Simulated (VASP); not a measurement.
# C (C2/m) in VASP: notebook, part 2 of 2

VASP 6.6.1. Earlier steps stand in the parts before.

## 3. Single point, PBE

Input file INCAR:

```
ALGO = Normal ; EDIFF = 1E-6
ENCUT = 520 ; GGA = PE
ISIF = 2 ; ISMEAR = 0
LASPH = True ; LCHARG = False
LREAL = False ; LWAVE = False
NBANDS = 36 ; NELM = 80
PREC = Accurate ; SIGMA = 0.05
```

Input file KPOINTS:

```
k-points
0
Gamma
  10 10 2
```

Input file POSCAR:

```
C
1.0
    1.7834000000     -1.7834000000      0.0000000000
    1.7834000000      0.0000000000     -1.7834000000
    8.0253000000      6.6877500000      6.6877500000
C
12
Direct
    0.5989500000      0.5989500000      0.2708666667
   -0.0260500000     -0.0260500000      0.1042000000
    0.2239500000      0.2239500000      0.4375333333
    0.4739500000      0.4739500000      0.7708666667
    0.8489500000      0.8489500000      0.6042000000
    0.0989500000      0.0989500000      0.9375333333
    0.5677000000      0.5677000000      0.3958666667
    0.9427000000      0.9427000000      0.2292000000
    0.1927000000      0.1927000000      0.5625333333
    0.4427000000      0.4427000000      0.8958666667
   -0.1823000000     -0.1823000000      0.7292000000
    0.3177000000      0.3177000000      0.0625333333
```

Potentials or basis: VASP PAW PBE potentials, release 64 (C).

Command:

```
cat potpaw_PBE.64/C/POTCAR > POTCAR
mpirun -np 1 vasp_std > vasp.out
```

Run time: 4.2 min. Hardware: 1 thread of Intel Xeon 8259CL, shared host; peak memory 0.24 GiB.

The run converged. Its results:

| Item | Value |
| --- | --- |
| Free energy | -104.7197 eV |
| Pressure | 6.9 GPa |
| Largest force | 5.953 eV/Å |
| Band gap on the k mesh | 0.74 eV (least direct gap 2.15 eV) |

Forces on the atoms (eV/Å):
```
C   -0.018 -0.018 -0.018
C   -0.145  0.468  0.468
C    0.006 -0.007 -0.007
C    0.252 -0.613 -0.613
C    0.050 -0.045 -0.045
C    2.031 -3.957 -3.957
C   -0.050  0.045  0.045
C   -0.252  0.613  0.613
C   -0.006  0.007  0.007
C    0.145 -0.468 -0.468
C    0.018  0.018  0.018
C   -2.031  3.957  3.957
```

Stress tensor (GPa, compression positive):
```
-26.35   2.82   2.82
  2.82  23.60  21.53
  2.82  21.53  23.60
```

Levels at points of the mesh, in eV from the valence-band top:
```
           k point  band 21  band 22  band 23  band 24  band 25  band 26  band 27  band 28
(0.00, 0.00, 0.00)    -1.27    -0.97    -0.92     0.00     4.65     4.87     5.17     5.46
(0.50, 0.00, 0.00)    -4.63    -4.20    -3.79    -1.42     0.74     4.09     4.26     5.08
(0.50, 0.50, 0.00)    -4.64    -3.99    -3.56    -2.76     1.24     3.83     4.51     4.58
(0.00, 0.00, 0.50)    -1.59    -0.91    -0.83    -0.80     5.00     5.10     5.14     5.26
(0.50, 0.00, 0.50)    -4.62    -4.03    -3.64    -1.54     0.85     3.99     4.50     4.69
(0.50, 0.50, 0.50)    -4.38    -4.03    -3.80    -2.86     1.29     3.85     4.25     5.09
```

Caveat: the cell stands under pressure; forces of over 1 eV/Å act on the atoms, so gaps and moduli don't describe the material at rest.

## 4. Single point, PBE

This run uses another cell than the first one, of the same volume but with other edges.

Input file INCAR:

```
  ALGO = Normal
  EDIFF = 1E-6
  ENCUT = 520
  GGA = PE
  ISIF = 2
  ISMEAR = 0
  LASPH = T
  LCHARG = F
  LREAL = F
  LWAVE = F
  NBANDS = 36
  NELM = 100
  PREC = Accurate
  SIGMA = 0.05
```

KPOINTS is that of step 3.

Input file POSCAR:

```
C
1.0
    1.7834000000     -1.7834000000      0.0000000000
    1.7834000000      0.0000000000     -1.7834000000
   10.4032855600      5.4987572200      5.4987572200
C
12
Direct
    0.4183631933      0.4183631933      0.2708666667
   -0.0955201400     -0.0955201400      0.1042000000
   -0.0677534733     -0.0677534733      0.4375333333
   -0.0399868067     -0.0399868067      0.7708666667
    0.4461298600      0.4461298600      0.6042000000
   -0.5261034733     -0.5261034733      0.9375333333
    0.3037756933      0.3037756933      0.3958666667
    0.7898923600      0.7898923600      0.2292000000
   -0.1823409733     -0.1823409733      0.5625333333
   -0.1545743067     -0.1545743067      0.8958666667
   -0.6684576400     -0.6684576400      0.7292000000
    0.2760090267      0.2760090267      0.0625333333
```

Potentials or basis: VASP PAW PBE potentials, release 64 (C).

Command:

```
cat potpaw_PBE.64/C/POTCAR > POTCAR
mpirun -np 1 vasp_std > vasp.out
```

OUTCAR:

```text
EDIFF = 1E-6
   ENCUT = 520
   GGA = PE
   ISIF = 2
   ISMEAR = 0
   LASPH = T
   LREAL = F
   NELM = 100
   PREC = Accurate

 ion  position               nearest neighbor table
   1  0.418  0.418  0.271-   7 1.54   8 1.54   8 1.54   8 1.54
   2  0.904  0.904  0.104-   8 1.54  12 1.54  12 1.54  12 1.54
   3  0.932  0.932  0.438-   7 1.54   7 1.54   7 1.54   9 1.54
   4  0.960  0.960  0.771-  10 1.54  11 1.54  11 1.54  11 1.54
   5  0.446  0.446  0.604-  11 1.54   9 1.54   9 1.54   9 1.54
   6  0.474  0.474  0.938-  10 1.54  10 1.54  10 1.54  12 1.59
[... 1170 lines left out ...]
 VOLUME and BASIS-vectors are now :
 -----------------------------------------------------------------------------
  energy-cutoff  :      520.00
  volume of cell :       68.07
      direct lattice vectors                 reciprocal lattice vectors
     1.783400000 -1.783400000  0.000000000     0.144074053 -0.416652648  0.144074053
     1.783400000  0.000000000 -1.783400000     0.144074053  0.144074053 -0.416652648
    10.403285560  5.498757220  5.498757220     0.046727225  0.046727225  0.046727225

 POSITION                                       TOTAL-FORCE (eV/Angst)
 -----------------------------------------------------------------------------------
      4.31012      0.74332      0.74332        -0.009813      0.003204      0.003204
      4.31012     -1.04008     -1.04008        -0.066907      0.114432      0.114432
      7.87692      0.74332      0.74332        -0.003624      0.001173      0.001173
     11.44372      2.52672      2.52672        -0.245978      0.081741      0.081741
      7.87692      2.52672      2.52672        -0.024012      0.009344      0.009344
     11.44372      4.31012      4.31012        -2.175527      1.074322      1.074322
      5.20182      1.63502      1.63502         0.024012     -0.009344     -0.009344
      5.20182     -0.14838     -0.14838         0.245978     -0.081741     -0.081741
      8.76862      1.63502      1.63502         0.003624     -0.001173     -0.001173
     12.33542      3.41842      3.41842         0.066907     -0.114432     -0.114432
      8.76862      3.41842      3.41842         0.009813     -0.003204     -0.003204
      1.63502     -0.14838     -0.14838         2.175527     -1.074322     -1.074322
 -----------------------------------------------------------------------------------
    total drift:                                0.000000      0.000001      0.000001

  FREE ENERGIE OF THE ION-ELECTRON SYSTEM (eV)
  ---------------------------------------------------
  free  energy   TOTEN  =      -108.5889270785 eV

  energy  without entropy=     -108.5889270785  energy(sigma->0) =     -108.58892708
```

stdout:

```text
POSCAR found type information on POSCAR C
 POSCAR found :  1 types and      12 ions
 scaLAPACK will be used
 LDA part: xc-table for (Slater+PW92), standard interpolation
 POSCAR, INCAR and KPOINTS ok, starting setup
 FFT: planning ... GRIDC
 FFT: planning ... GRID_SOFT
 FFT: planning ... GRID
 WAVECAR not read
 entering main loop
```

Wall time 3.3 min (1 thread of Intel Xeon 8259CL, shared host); peak memory 0.24 GiB.

What came out:

- Free energy: -108.5889 eV
- Pressure: 2.4 GPa
- Largest force: 2.654 eV/Å
- Band gap on the k mesh: 3.22 eV (least direct gap 5.14 eV)

Forces on the atoms (eV/Å):
```
C   -0.010  0.003  0.003
C   -0.067  0.114  0.114
C   -0.004  0.001  0.001
C   -0.246  0.082  0.082
C   -0.024  0.009  0.009
C   -2.176  1.074  1.074
C    0.024 -0.009 -0.009
C    0.246 -0.082 -0.082
C    0.004 -0.001 -0.001
C    0.067 -0.114 -0.114
C    0.010 -0.003 -0.003
C    2.176 -1.074 -1.074
```

Stress tensor (GPa, compression positive):
```
13.16  4.39  4.39
 4.39 -2.99 -6.79
 4.39 -6.79 -2.99
```

Caveat: forces of over 1 eV/Å act on the atoms, so gaps and moduli don't describe the material at rest. A k mesh can miss the band edges.

## 5. Summary

```tsv
cell	gap on the mesh (eV)	pressure (GPa)	largest force (eV/Å)
a = 2.522, b = 2.522, c = 12.361 Å, angles 88.5, 88.5, 60.0°, 12 atoms	3.59	2.5	2.62
a = 2.522, b = 2.522, c = 12.404 Å, angles 85.6, 85.6, 60.0°, 12 atoms	0.74	6.9	5.95
a = 2.522, b = 2.522, c = 12.988 Å, angles 74.5, 74.5, 60.0°, 12 atoms	3.22	2.4	2.65
```

Alike in all rows: task single point; level PBE; potentials or basis VASP PAW PBE potentials, release 64 (C); no spin polarisation; k mesh 10 × 10 × 2; cutoff (eV) 520; smearing gaussian 0.05 eV.

Caveats: forces of over 1 eV/Å act on the atoms, so gaps and moduli don't describe the material at rest; the cell stands under pressure (at least some runs).

Total energies depend on the potentials used, so only differences within one code and one set of settings carry meaning.
